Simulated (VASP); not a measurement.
# W (Im-3m) in VASP: further runs

The runs below take W through single point, with PBE.

Program: VASP 6.6.1. These are calculated values, not measurements. Logs are shortened: lines on timing, memory, paths and dates and some standing lists are left out, and cuts for length are marked.

### Step 1. The cell of the first run

It takes space group Im-3m (No. 229, cubic). Conventional cell: a = 3.216 Å, b = 3.216 Å, c = 3.216 Å, α = 90.00°, β = 90.00°, γ = 90.00°. Within 3.7 Å of W (site symmetry m-3m) lie 14 W at 2.78 to 3.22 Å.

### Step 2. Single point, PBE

Contents of INCAR:

```
SYSTEM = W
PREC = Accurate
ENCUT = 520
EDIFF = 1E-6
ISMEAR = 0
SIGMA = 0.15
LREAL = .False.
LASPH = .True.
NELM = 60
ALGO = Normal
ISIF = 2
LWAVE = .False.
LCHARG = .True.
GGA = PE
LELF = .True.
LVHAR = .True.
NBANDS = 13
```

Contents of KPOINTS:

```
Automatic mesh
0
Gamma
  20 20 20
  0 0 0
```

Contents of POSCAR:

```
W
1.0
   -1.6077680807      1.6077680807      1.6077680807
    1.6077680807     -1.6077680807      1.6077680807
    1.6077680807      1.6077680807     -1.6077680807
W
1
Direct
    0.0000000000      0.0000000000      0.0000000000
```

Potentials or basis: VASP PAW PBE potentials, release 64 (W_sv).

Command:

```
$ cat potpaw_PBE.64/W_sv/POTCAR > POTCAR
$ mpirun -np 1 vasp_std > vasp.out
```

OUTCAR:

```text
SYSTEM = W
   PREC = Accurate
   ENCUT = 520
   EDIFF = 1E-6
   ISMEAR = 0
   LREAL = .False.
   LASPH = .True.
   NELM = 60
   ISIF = 2
   GGA = PE

 ion  position               nearest neighbor table
   1  0.000  0.000  0.000-

  LATTYP: Found a body centered cubic cell.
 ALAT       =     3.2155361614

  Lattice vectors:

 A1 = (  -1.6077680807,   1.6077680807,   1.6077680807)
 A2 = (   1.6077680807,  -1.6077680807,   1.6077680807)
 A3 = (   1.6077680807,   1.6077680807,  -1.6077680807)

Analysis of symmetry for initial positions (statically):
=====================================================================
 Subroutine PRICEL returns:
 Original cell was already a primitive cell.

 Routine SETGRP: Setting up the symmetry group for a
 body centered cubic supercell.

 Subroutine GETGRP returns: Found 48 space group operations
 (whereof 48 operations were pure point group operations)
 out of a pool of 48 trial point group operations.

The static configuration has the point symmetry O_h .

Analysis of symmetry for dynamics (positions and initial velocities):
=====================================================================
 Subroutine PRICEL returns:
 Original cell was already a primitive cell.

 Routine SETGRP: Setting up the symmetry group for a
 body centered cubic supercell.

 Subroutine GETGRP returns: Found 48 space group operations
 (whereof 48 operations were pure point group operations)
 out of a pool of 48 trial point group operations.

The dynamic configuration has the point symmetry O_h .

 Subroutine INISYM returns: Found 48 space group operations
 (whereof 48 operations are pure point group operations),
 and found     1 'primitive' translations

----------------------------------------------------------------------------------------

                                     Primitive cell

  volume of cell :      16.6238

  direct lattice vectors                    reciprocal lattice vectors
    -1.607768081  1.607768081  1.607768081     0.000000000  0.310990127  0.310990127
     1.607768081 -1.607768081  1.607768081     0.310990127  0.000000000  0.310990127
     1.607768081  1.607768081 -1.607768081     0.310990127  0.310990127  0.000000000

  length of vectors
     2.784736003  2.784736003  2.784736003     0.439806456  0.439806456  0.439806456

  position of ions in fractional coordinates (direct lattice)
     0.000000000  0.000000000  0.000000000

  ion indices of the primitive-cell ions
   primitive index   ion index
                 1           1

----------------------------------------------------------------------------------------

 KPOINTS: Automatic mesh

Automatic generation of k-mesh.
 Grid dimensions read from file:
 generate k-points for:   20   20   20

 Generating k-lattice:

  Cartesian coordinates                     Fractional coordinates (reciprocal lattice)
     0.000000000  0.015549506  0.015549506     0.050000000  0.000000000  0.000000000
     0.015549506  0.000000000  0.015549506     0.000000000  0.050000000  0.000000000
     0.015549506  0.015549506  0.000000000     0.000000000  0.000000000  0.050000000

  Length of vectors
     0.021990323  0.021990323  0.021990323

  Shift w.r.t. Gamma in fractional coordinates (k-lattice)
     0.000000000  0.000000000  0.000000000

 Subroutine IBZKPT returns following result:
 ===========================================

 Found    256 irreducible k-points:

 Following reciprocal coordinates:
            Coordinates               Weight
  0.000000  0.000000  0.000000      1.000000
  0.050000  0.000000  0.000000     12.000000
  0.100000  0.000000  0.000000     12.000000
  0.150000  0.000000  0.000000     12.000000
  0.200000  0.000000  0.000000     12.000000
  0.250000  0.000000  0.000000     12.000000
[... 16 lines left out ...]
  0.200000  0.100000  0.000000     48.000000
  0.250000  0.100000  0.000000     48.000000
 [... further k-points ...]
   k-points           NKPTS =    256   k-points in BZ     NKDIM =    256   number of bands    NBANDS=     13
   number of dos      NEDOS =    301   number of ions     NIONS =      1
   total plane-waves  NPLWV =  13824
   dimension x,y,z NGX =    24 NGY =   24 NGZ =   24
   dimension x,y,z NGXF=    48 NGYF=   48 NGZF=   48
   ions per type =               1
   NGX,Y,Z   is equivalent  to a cutoff of  14.33, 14.33, 14.33 a.u.
   NGXF,Y,Z  is equivalent  to a cutoff of  28.66, 28.66, 28.66 a.u.
 SYSTEM =  W
   PREC   = accura    normal or accurate (medium, high low for compatibility)
   ISTART =      0    job   : 0-new  1-cont  2-samecut
   ICHARG =      2    charge: 1-file 2-atom 10-const
   ISPIN  =      1    spin polarized calculation?
   LNONCOLLINEAR =      F non collinear calculations
   LSORBIT =      F    spin-orbit coupling
   LASPH  =      T    aspherical Exc in radial PAW
   ENCUT  =  520.0 eV  38.22 Ry    6.18 a.u.   5.18  5.18  5.18*2*pi/ulx,y,z
   NELM   =     60;   NELMIN=  2; NELMDL= -5     # of ELM steps
   EDIFF  = 0.1E-05   stopping-criterion for ELM
   LREAL  =      F    real-space projection
   EDIFFG = 0.1E-04   stopping-criterion for IOM
   NSW    =      0    number of steps for IOM
   IBRION =     -1    ionic relax: 0-MD 1-quasi-New 2-CG
   NFREE  =      0    steps in history (QN), initial steepest desc. (CG)
   ISIF   =      2    stress and relaxation
   ISYM   =      2    0-nonsym 1-usesym 2-fastsym
   POTIM  = 0.5000    time-step for ionic-motion
   TEBEG  =    0.0;   TEEND  =   0.0 temperature during run
   PSTRESS=    0.0 pullay stress
   NELECT =      14.0000    total number of electrons
   NUPDOWN=      -1.0000    fix difference up-down
   EMIN   =  10.00;   EMAX   =-10.00  energy-range for DOS
   EFERMI =   0.00;   METHOD = LEGACY
   ISMEAR =     0;   SIGMA  =   0.15  broadening in eV -4-tet -1-fermi 0-gaus
   EFERMI_NEDOS =   21; number of points for ismear=-14 and -15
   IALGO  =     38    algorithm
   IMIX   =      4    mixing-type and parameters
     AMIX     =   0.40;   BMIX     =  1.00
     AMIX_MAG =   1.60;   BMIX_MAG =  1.00
  volume/ion in A,a.u.               =      16.62       112.18
  Fermi-wavevector in a.u.,A,eV,Ry     =   1.545993  2.921503 32.519196  2.390093
  Thomas-Fermi vector in A             =   2.651292
   LORBIT       =      0    0 simple, 1 ext, 2 COOP (PROOUT), +10 PAW based schemes
   GGA     = PE    functional components
   LHFCALC =     F    Hartree Fock is set to
   AEXX    =    0.0000 exact exchange contribution
   IVDW    =     0    specifies the selected vdW correction
   LEPSILON=     F    determine dielectric tensor
   LRPA    =     F    only Hartree local field effects (RPA)
 non-spin polarized calculation
 Gauss-broadening in eV      SIGMA  =   0.15
  energy-cutoff  :      520.00
  volume of cell :       16.62
 maximum number of plane-waves:       466
 NGX is ok and might be reduce to    24
   NGX = 11   NGY = 11   NGZ = 11

 number of electron      14.0000000 magnetization

 Free energy of the ion-electron system (eV)
  ---------------------------------------------------
  ext. energy  EPLUGINS =         0.00000000
  ---------------------------------------------------
  free energy    TOTEN  =       -12.94854778 eV

  energy without entropy =      -12.94466941  energy(sigma->0) =      -12.94660860

 E-fermi :  10.8087     XC(G=0): -13.3738

 val. band max:       10.7964860266   @ k =  -0.2000   0.2500   0.1000
 cond. band min:      10.8129657321   @ k =  -0.2500   0.3500   0.1500
 fundamental gap:      0.0164797055
 Fermi energy:        10.8086580424

 k-point     1 :       0.0000    0.0000    0.0000
  band No.  band energies     occupation
      1     -63.4853      2.00000
      2     -27.1116      2.00000
      3     -27.1116      2.00000
      4     -27.1116      2.00000
      5       1.3958      2.00000
      6       9.6128      2.00000
      7       9.6128      2.00000
      8       9.6128      2.00000
      9      12.9143      0.00000
     10      12.9143      0.00000
     11      25.1740      0.00000
     12      25.1740      0.00000
     13      25.1740      0.00000

 k-point     2 :       0.0500    0.0000    0.0000
  band No.  band energies     occupation
      1     -63.4827      2.00000
      2     -27.1405      2.00000
      3     -27.1207      2.00000
      4     -27.1117      2.00000
      5       1.5106      2.00000
      6       9.5436      2.00000
      7       9.5980      2.00000
      8       9.7225      2.00000
      9      12.8032      0.00000
     10      12.9151      0.00000
     11      25.2710      0.00000
     12      25.3697      0.00000
     13      25.4480      0.00000

 k-point     3 :       0.1000    0.0000    0.0000
  band No.  band energies     occupation
      1     -63.4751      2.00000
      2     -27.2237      2.00000
      3     -27.1471      2.00000
      4     -27.1120      2.00000
      5       1.8456      2.00000
      6       9.3492      2.00000
      7       9.5366      2.00000
      8      10.0490      2.00000
      9      12.5466      0.00000
     10      12.9222      0.00000
     11      25.5216      0.00000
     12      25.9426      0.00000
     13      26.1670      0.00000
[... 305 lines left out ...]
 k-point    23 :       0.2000    0.1000    0.0000
  band No.  band energies     occupation
      1     -63.4262      2.00000
      2     -27.7127      2.00000
      3     -27.2975      2.00000
      4     -27.1509      2.00000
      5       4.0128      2.00000
      6       8.3901      2.00000
      7       8.7129      2.00000
      8      12.0221      0.00000
      9      12.6789      0.00000
     10      13.3547      0.00000
     11      25.4793      0.00000
     12      26.6909      0.00000
     13      28.8672      0.00000

 k-point    24 :       0.2500    0.1000    0.0000
  band No.  band energies     occupation
      1     -63.4102      2.00000
      2     -27.8596      2.00000
      3     -27.3613      2.00000
      4     -27.1533      2.00000
      5       4.6157      2.00000
      6       8.0838      2.00000
      7       8.7268      2.00000
      8      12.2119      0.00000
      9      13.4667      0.00000
     10      13.7410      0.00000
     11      24.3693      0.00000
     12      25.6693      0.00000
     13      29.9535      0.00000

 [... further k-points ...]

------------------------ aborting loop because EDIFF is reached ----------------------------------------

  FORCE on cell =-STRESS in cart. coord.  units (eV):
  Direction    XX          YY          ZZ          XY          YZ          ZX
  --------------------------------------------------------------------------------------
  -------------------------------------------------------------------------------------
  Total       -0.8500885     -0.8500885     -0.8500885      0.0000000      0.0000000      0.0000000
  in kB      -81.9302929    -81.9302929    -81.9302929      0.0000000      0.0000000      0.0000000
  external PRESSURE =     -81.9302929 kB  Pullay stress =       0.0000000 kB

 VOLUME and BASIS-vectors are now :
 -----------------------------------------------------------------------------
  energy-cutoff  :      520.00
  volume of cell :       16.62
      direct lattice vectors                 reciprocal lattice vectors
    -1.607768081  1.607768081  1.607768081     0.000000000  0.310990127  0.310990127
     1.607768081 -1.607768081  1.607768081     0.310990127  0.000000000  0.310990127
     1.607768081  1.607768081 -1.607768081     0.310990127  0.310990127  0.000000000

 POSITION                                       TOTAL-FORCE (eV/Angst)
 -----------------------------------------------------------------------------------
      0.00000      0.00000      0.00000         0.000000      0.000000     -0.000000
 -----------------------------------------------------------------------------------
    total drift:                                0.000000      0.000000     -0.000000

  FREE ENERGIE OF THE ION-ELECTRON SYSTEM (eV)
  ---------------------------------------------------
  free  energy   TOTEN  =       -12.9485477818 eV

  energy  without entropy=      -12.9446694123  energy(sigma->0) =      -12.94660860
```

It took 16 s on 1 thread of Intel Xeon 6975P-C (Granite Rapids), shared host; peak memory 0.18 GiB.

What came out:

```yaml
Free_energy: -12.9485 eV
Pressure: -8.2 GPa
Band_gap_on_the_k_mesh: zero (band 7 reaches 15.59 eV, above the bottom of band 8 at 9.61 eV)
```

Levels at points of the mesh, in eV from the Fermi level:
| k point | band 5 | band 6 | band 7 | band 8 | band 9 | band 10 |
| --- | --- | --- | --- | --- | --- | --- |
| (0.00, 0.00, 0.00) | -9.41 | -1.20 | -1.20 | -1.20 | 2.11 | 2.11 |
| (0.50, 0.00, 0.00) | -6.01 | -3.39 | 0.49 | 1.97 | 2.89 | 5.69 |
| (0.50, 0.50, 0.50) | -5.50 | -5.50 | 4.78 | 4.78 | 4.78 | 7.83 |

Caveat: spin-orbit coupling is left out, which moves the levels of the heavy elements.

### Step 3. Single point, PBE

This run uses another cell than the first one, of 17.12 Å³/atom, 1.030 times its volume.

Contents of INCAR:

```
ALGO     = Normal         # electronic algorithm
EDIFF    = 1E-6           # SCF threshold, eV
ENCUT    = 520            # plane-wave cutoff, eV
GGA      = PE             # functional
ISIF     = 2              # what is computed and relaxed
ISMEAR   = 0              # smearing method
LASPH    = True           # aspherical terms in the spheres
LCHARG   = False          # write CHGCAR
LREAL    = False          # projectors in reciprocal space
LWAVE    = False          # write WAVECAR
NBANDS   = 13             # bands
NELM     = 80             # most SCF steps
PREC     = Accurate       # precision mode
SIGMA    = 0.15           # smearing width, eV
```

Contents of KPOINTS:

```
k-points
0
Gamma
  20 20 20
```

Contents of POSCAR:

```
W
1.0
   -1.6236865766      1.6236865766      1.6236865766
    1.6236865766     -1.6236865766      1.6236865766
    1.6236865766      1.6236865766     -1.6236865766
W
1
Direct
    0.0000000000      0.0000000000      0.0000000000
```

Potentials or basis: VASP PAW PBE potentials, release 64 (W_sv).

Command:

```
$ cat potpaw_PBE.64/W_sv/POTCAR > POTCAR
$ mpirun -np 1 vasp_std > vasp.out
```

Wall time 16 s (1 thread of Intel Xeon 6975P-C (Granite Rapids), shared host); peak memory 0.18 GiB.

The run converged. Its results:

```yaml
Free_energy: -12.9114 eV
Pressure: -15.7 GPa
Band_gap_on_the_k_mesh: zero (band 7 reaches 14.98 eV, above the bottom of band 8 at 9.25 eV)
```

Levels at points of the mesh, in eV from the Fermi level:
| k point | band 4 | band 5 | band 6 | band 7 | band 8 | band 9 | band 10 | band 11 |
| --- | --- | --- | --- | --- | --- | --- | --- | --- |
| (0.00, 0.00, 0.00) | -37.99 | -9.24 | -1.15 | -1.15 | -1.15 | 2.04 | 2.04 | 14.30 |
| (0.50, 0.00, 0.00) | -38.00 | -5.83 | -3.25 | 0.41 | 1.89 | 2.78 | 5.45 | 9.84 |
| (0.50, 0.50, 0.50) | -38.70 | -5.28 | -5.28 | 4.59 | 4.59 | 4.59 | 7.62 | 7.62 |

Caveat: spin-orbit coupling is left out, which moves the levels of the heavy elements.
